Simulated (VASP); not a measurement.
# MgZn4Te (F-43m) in VASP: a series of runs

Runs on MgZn4Te. Level: PBE. Tasks: single point.

Program: VASP 6.6.1. These are calculated values, not measurements. Logs are shortened: lines on timing, memory, paths and dates and some standing lists are left out, and cuts for length are marked.

## Step 1: The cell of the first run

It takes space group F-43m (No. 216, cubic). Conventional cell: a = 7.636 Å, b = 7.636 Å, c = 7.636 Å, α = 90.00°, β = 90.00°, γ = 90.00°. Mg (site symmetry -43m) has 12 Zn at 3.17 Å and 4 Te at 3.31 Å within 4.2 Å. Zn (site symmetry 3m) has 6 Zn at 2.70 Å and 3 Te at 3.17 Å and 3 Mg at 3.17 Å within 3.6 Å. Within 4.2 Å of Te (site symmetry -43m) lie 12 Zn at 3.17 Å and 4 Mg at 3.31 Å.

## Step 2: Single point, PBE

Input file INCAR:

```
  PREC = Accurate
  ENCUT = 520
  EDIFF = 1E-6
  ISMEAR = 0
  SIGMA = 0.1
  LREAL = False
  LASPH = True
  NELM = 100
  ALGO = Normal
  ISIF = 2
  LWAVE = False
  LCHARG = False
  GGA = PE
  NBANDS = 37
```

Input file KPOINTS:

```
regular mesh
0
Gamma
  4 4 4
```

Input file POSCAR:

```
MgZn4Te
1.0
    0.0000000000      3.8180040300      3.8180040300
    3.8180040300      0.0000000000      3.8180040300
    3.8180040300      3.8180040300      0.0000000000
Mg Zn Te
1 4 1
Direct
    0.2500000000      0.2500000000      0.2500000000
    0.6251497400      0.6251497400      0.1245507900
    0.6251497400      0.6251497400      0.6251497400
    0.1245507900      0.6251497400      0.6251497400
    0.6251497400      0.1245507900      0.6251497400
    0.0000000000      0.0000000000      0.0000000000
```

Potentials or basis: VASP PAW PBE potentials, release 64 (Mg, Zn, Te).

Started as:

```console
cat potpaw_PBE.64/Mg/POTCAR potpaw_PBE.64/Zn/POTCAR potpaw_PBE.64/Te/POTCAR > POTCAR
mpirun -np 1 vasp_std > vasp.out
```

OUTCAR:

```text
PREC = Accurate
   ENCUT = 520
   EDIFF = 1E-6
   ISMEAR = 0
   LREAL = False
   LASPH = True
   NELM = 100
   ISIF = 2
   GGA = PE

 ion  position               nearest neighbor table
   1  0.250  0.250  0.250-   4 3.17   5 3.17   2 3.17   4 3.17   2 3.17   5 3.17   3 3.17   3 3.17
                             3 3.17   2 3.17   4 3.17   5 3.17   6 3.31   6 3.31   6 3.31   6 3.31
   2  0.625  0.625  0.125-   3 2.70   4 2.70   5 2.70   3 2.70   5 2.70   4 2.70   6 3.17   6 3.17
                             6 3.17   1 3.17   1 3.17   1 3.17
   3  0.625  0.625  0.625-   2 2.70   4 2.70   5 2.70   2 2.70   5 2.70   4 2.70   6 3.17   6 3.17
                             6 3.17   1 3.17   1 3.17   1 3.17
   4  0.125  0.625  0.625-   2 2.70   3 2.70   5 2.70   3 2.70   2 2.70   5 2.70   6 3.17   6 3.17
                             6 3.17   1 3.17   1 3.17   1 3.17
   5  0.625  0.125  0.625-   2 2.70   3 2.70   4 2.70   2 2.70   3 2.70   4 2.70   6 3.17   6 3.17
                             6 3.17   1 3.17   1 3.17   1 3.17
   6  0.000  0.000  0.000-   4 3.17   5 3.17   2 3.17   3 3.17   3 3.17   3 3.17   5 3.17   4 3.17
                             5 3.17   2 3.17   2 3.17   4 3.17   1 3.31   1 3.31   1 3.31   1 3.31

  LATTYP: Found a face centered cubic cell.
 ALAT       =     7.6360080600

  Lattice vectors:

 A1 = (   0.0000000000,   3.8180040300,   3.8180040300)
 A2 = (   3.8180040300,   0.0000000000,   3.8180040300)
 A3 = (   3.8180040300,   3.8180040300,   0.0000000000)

Analysis of symmetry for initial positions (statically):
=====================================================================
 Subroutine PRICEL returns:
 Original cell was already a primitive cell.

 Routine SETGRP: Setting up the symmetry group for a
 face centered cubic supercell.

 Subroutine GETGRP returns: Found 24 space group operations
 (whereof 24 operations were pure point group operations)
 out of a pool of 48 trial point group operations.

The static configuration has the point symmetry T_d .

Analysis of symmetry for dynamics (positions and initial velocities):
=====================================================================
 Subroutine PRICEL returns:
 Original cell was already a primitive cell.

 Routine SETGRP: Setting up the symmetry group for a
 face centered cubic supercell.

 Subroutine GETGRP returns: Found 24 space group operations
 (whereof 24 operations were pure point group operations)
 out of a pool of 48 trial point group operations.

The dynamic configuration has the point symmetry T_d .

 Subroutine INISYM returns: Found 24 space group operations
 (whereof 24 operations are pure point group operations),
 and found     1 'primitive' translations

----------------------------------------------------------------------------------------

                                     Primitive cell

  volume of cell :     111.3113

  direct lattice vectors                    reciprocal lattice vectors
     0.000000000  3.818004030  3.818004030    -0.130958479  0.130958479  0.130958479
     3.818004030  0.000000000  3.818004030     0.130958479 -0.130958479  0.130958479
     3.818004030  3.818004030  0.000000000     0.130958479  0.130958479 -0.130958479

  length of vectors
     5.399473080  5.399473080  5.399473080     0.226826739  0.226826739  0.226826739

  position of ions in fractional coordinates (direct lattice)
     0.250000000  0.250000000  0.250000000
     0.625149740  0.625149740  0.124550790
     0.625149740  0.625149740  0.625149740
     0.124550790  0.625149740  0.625149740
     0.625149740  0.124550790  0.625149740
     0.000000000  0.000000000  0.000000000

  ion indices of the primitive-cell ions
   primitive index   ion index
                 1           1
                 2           2
                 3           3
                 4           4
                 5           5
                 6           6

----------------------------------------------------------------------------------------

 KPOINTS: regular mesh

Automatic generation of k-mesh.
 Grid dimensions read from file:
 generate k-points for:    4    4    4

 Generating k-lattice:

  Cartesian coordinates                     Fractional coordinates (reciprocal lattice)
    -0.032739620  0.032739620  0.032739620     0.250000000  0.000000000  0.000000000
     0.032739620 -0.032739620  0.032739620     0.000000000  0.250000000  0.000000000
     0.032739620  0.032739620 -0.032739620     0.000000000  0.000000000  0.250000000

  Length of vectors
     0.056706685  0.056706685  0.056706685

  Shift w.r.t. Gamma in fractional coordinates (k-lattice)
     0.000000000  0.000000000  0.000000000

 Subroutine IBZKPT returns following result:
 ===========================================

 Found      8 irreducible k-points:

 Following reciprocal coordinates:
            Coordinates               Weight
  0.000000  0.000000  0.000000      1.000000
  0.250000  0.000000  0.000000      8.000000
  0.500000  0.000000  0.000000      4.000000
  0.250000  0.250000  0.000000      6.000000
  0.500000  0.250000  0.000000     24.000000
 -0.250000  0.250000  0.000000     12.000000
  0.500000  0.500000  0.000000      3.000000
 -0.250000  0.500000  0.250000      6.000000
   k-points           NKPTS =      8   k-points in BZ     NKDIM =      8   number of bands    NBANDS=     37
   number of dos      NEDOS =    301   number of ions     NIONS =      6
   total plane-waves  NPLWV =  64000
   dimension x,y,z NGX =    40 NGY =   40 NGZ =   40
   dimension x,y,z NGXF=    80 NGYF=   80 NGZF=   80
   ions per type =               1   4   1
   NGX,Y,Z   is equivalent  to a cutoff of  12.32, 12.32, 12.32 a.u.
   NGXF,Y,Z  is equivalent  to a cutoff of  24.63, 24.63, 24.63 a.u.
 SYSTEM =  unknown system
   PREC   = accura    normal or accurate (medium, high low for compatibility)
   ISTART =      0    job   : 0-new  1-cont  2-samecut
   ICHARG =      2    charge: 1-file 2-atom 10-const
   ISPIN  =      1    spin polarized calculation?
   LNONCOLLINEAR =      F non collinear calculations
   LSORBIT =      F    spin-orbit coupling
   LASPH  =      T    aspherical Exc in radial PAW
   ENCUT  =  520.0 eV  38.22 Ry    6.18 a.u.  10.04 10.04 10.04*2*pi/ulx,y,z
   NELM   =    100;   NELMIN=  2; NELMDL= -5     # of ELM steps
   EDIFF  = 0.1E-05   stopping-criterion for ELM
   LREAL  =      F    real-space projection
   EDIFFG = 0.1E-04   stopping-criterion for IOM
   NSW    =      0    number of steps for IOM
   IBRION =     -1    ionic relax: 0-MD 1-quasi-New 2-CG
   NFREE  =      0    steps in history (QN), initial steepest desc. (CG)
   ISIF   =      2    stress and relaxation
   ISYM   =      2    0-nonsym 1-usesym 2-fastsym
   POTIM  = 0.5000    time-step for ionic-motion
   TEBEG  =    0.0;   TEEND  =   0.0 temperature during run
   PSTRESS=    0.0 pullay stress
   NELECT =      56.0000    total number of electrons
   NUPDOWN=      -1.0000    fix difference up-down
   EMIN   =  10.00;   EMAX   =-10.00  energy-range for DOS
   EFERMI =   0.00;   METHOD = LEGACY
   ISMEAR =     0;   SIGMA  =   0.10  broadening in eV -4-tet -1-fermi 0-gaus
   EFERMI_NEDOS =   21; number of points for ismear=-14 and -15
   IALGO  =     38    algorithm
   IMIX   =      4    mixing-type and parameters
     AMIX     =   0.40;   BMIX     =  1.00
     AMIX_MAG =   1.60;   BMIX_MAG =  1.00
  volume/ion in A,a.u.               =      18.55       125.19
  Fermi-wavevector in a.u.,A,eV,Ry     =   1.302040  2.460500 23.066082  1.695309
  Thomas-Fermi vector in A             =   2.433135
   LORBIT       =      0    0 simple, 1 ext, 2 COOP (PROOUT), +10 PAW based schemes
   GGA     = PE    functional components
   LHFCALC =     F    Hartree Fock is set to
   AEXX    =    0.0000 exact exchange contribution
   IVDW    =     0    specifies the selected vdW correction
   LEPSILON=     F    determine dielectric tensor
   LRPA    =     F    only Hartree local field effects (RPA)
 non-spin polarized calculation
 Gauss-broadening in eV      SIGMA  =   0.10
  energy-cutoff  :      520.00
  volume of cell :      111.31
 maximum number of plane-waves:      3028
   NGX = 21   NGY = 21   NGZ = 21

 number of electron      56.0000068 magnetization

 Free energy of the ion-electron system (eV)
  ---------------------------------------------------
  ext. energy  EPLUGINS =         0.00000000
  ---------------------------------------------------
  free energy    TOTEN  =        -8.78751595 eV

  energy without entropy =       -8.77590307  energy(sigma->0) =       -8.78170951

 E-fermi :   4.6613     XC(G=0): -10.6036

 val. band max:        4.3550486409   @ k =  -0.2500   0.5000   0.2500
 cond. band min:       4.7411535625   @ k =   0.2500   0.0000   0.0000
 fundamental gap:      0.3861049216
 Fermi energy:         4.6613075919

 k-point     1 :       0.0000    0.0000    0.0000
  band No.  band energies     occupation
      1      -8.0665      2.00000
      2      -4.1764      2.00000
      3      -3.5388      2.00000
      4      -3.5388      2.00000
      5      -3.5388      2.00000
      6      -3.3443      2.00000
[... 29 lines left out ...]
     36      12.8135      0.00000
     37      12.8135      0.00000

 k-point     2 :       0.2500    0.0000    0.0000
  band No.  band energies     occupation
      1      -7.8606      2.00000
      2      -4.1140      2.00000
      3      -3.5166      2.00000
      4      -3.4608      2.00000
      5      -3.4608      2.00000
      6      -3.3448      2.00000
[... 29 lines left out ...]
     36      10.2379      0.00000
     37      10.9579      0.00000

 k-point     3 :       0.5000    0.0000    0.0000
  band No.  band energies     occupation
      1      -7.6165      2.00000
      2      -4.1146      2.00000
      3      -3.4232      2.00000
      4      -3.3991      2.00000
      5      -3.3991      2.00000
      6      -3.3244      2.00000
[... 29 lines left out ...]
     36      11.2542      0.00000
     37      11.2542      0.00000

 k-point     4 :       0.2500    0.2500    0.0000
  band No.  band energies     occupation
      1      -7.7983      2.00000
      2      -4.0416      2.00000
      3      -3.5142      2.00000
      4      -3.4241      2.00000
      5      -3.4241      2.00000
      6      -3.3550      2.00000
[... 29 lines left out ...]
     36      10.7176      0.00000
     37      10.7176      0.00000

 k-point     5 :       0.5000    0.2500    0.0000
  band No.  band energies     occupation
      1      -7.5634      2.00000
      2      -3.8750      2.00000
      3      -3.4261      2.00000
      4      -3.3543      2.00000
      5      -3.3044      2.00000
      6      -3.2849      2.00000
[... 29 lines left out ...]
     36      10.2383      0.00000
     37      11.1163      0.00000

 k-point     6 :      -0.2500    0.2500    0.0000
  band No.  band energies     occupation
      1      -7.6364      2.00000
      2      -3.9784      2.00000
      3      -3.4550      2.00000
      4      -3.4042      2.00000
      5      -3.3127      2.00000
      6      -3.3030      2.00000
[... 29 lines left out ...]
     36      10.8245      0.00000
     37      11.1681      0.00000

 k-point     7 :       0.5000    0.5000    0.0000
  band No.  band energies     occupation
      1      -7.5025      2.00000
      2      -3.6328      2.00000
      3      -3.5360      2.00000
      4      -3.2661      2.00000
      5      -3.2472      2.00000
      6      -3.2440      2.00000
[... 29 lines left out ...]
     36      10.1634      0.00000
     37      10.4414      0.00000

 k-point     8 :      -0.2500    0.5000    0.2500
  band No.  band energies     occupation
      1      -7.4903      2.00000
      2      -3.5546      2.00000
      3      -3.5099      2.00000
      4      -3.3281      2.00000
      5      -3.3225      2.00000
      6      -3.1893      2.00000
[... 29 lines left out ...]
     36       9.6607      0.00000
     37      10.4506      0.00000

------------------------ aborting loop because EDIFF is reached ----------------------------------------

  FORCE on cell =-STRESS in cart. coord.  units (eV):
  Direction    XX          YY          ZZ          XY          YZ          ZX
  --------------------------------------------------------------------------------------
  -------------------------------------------------------------------------------------
  Total        0.9134557      0.9134557      0.9134557      0.0000000      0.0000000     -0.0000000
  in kB       13.1479772     13.1479772     13.1479772      0.0000000      0.0000000     -0.0000000
  external PRESSURE =      13.1479772 kB  Pullay stress =       0.0000000 kB

 VOLUME and BASIS-vectors are now :
 -----------------------------------------------------------------------------
  energy-cutoff  :      520.00
  volume of cell :      111.31
      direct lattice vectors                 reciprocal lattice vectors
     0.000000000  3.818004030  3.818004030    -0.130958479  0.130958479  0.130958479
     3.818004030  0.000000000  3.818004030     0.130958479 -0.130958479  0.130958479
     3.818004030  3.818004030  0.000000000     0.130958479  0.130958479 -0.130958479

 POSITION                                       TOTAL-FORCE (eV/Angst)
 -----------------------------------------------------------------------------------
      1.90900      1.90900      1.90900        -0.000000      0.000000      0.000000
      2.86236      2.86236      4.77365         0.093893      0.093893     -0.093893
      4.77365      4.77365      4.77365        -0.093893     -0.093893     -0.093893
      4.77365      2.86236      2.86236        -0.093893      0.093893      0.093893
      2.86236      4.77365      2.86236         0.093893     -0.093893      0.093893
      0.00000      0.00000      0.00000        -0.000000      0.000000      0.000000
 -----------------------------------------------------------------------------------
    total drift:                               -0.000015     -0.000015     -0.000014

  FREE ENERGIE OF THE ION-ELECTRON SYSTEM (eV)
  ---------------------------------------------------
  free  energy   TOTEN  =        -8.7875159516 eV

  energy  without entropy=       -8.7759030659  energy(sigma->0) =       -8.78170951
```

Run time: 43 s. Hardware: 1 thread of Intel Xeon Platinum 8259CL at 2.50GHz (Skylake/Cascade Lake), shared host; peak memory 0.25 GiB.

Results:

```yaml
Free_energy: -8.7875 eV
Pressure: 1.3 GPa
Largest_force: 0.163 eV/Å
Band_gap_on_the_k_mesh: zero (band 28 reaches 5.69 eV, above the bottom of band 29 at 3.55 eV)
```

Forces in eV/Å, atoms in the order of the input:
```
Mg   0.000  0.000  0.000
Zn   0.094  0.094 -0.094
Zn  -0.094 -0.094 -0.094
Zn  -0.094  0.094  0.094
Zn   0.094 -0.094  0.094
Te   0.000  0.000  0.000
```

Caveat: spin-orbit coupling is left out, which moves the levels of the heavy elements.

(Continued in part 2 of 2.)
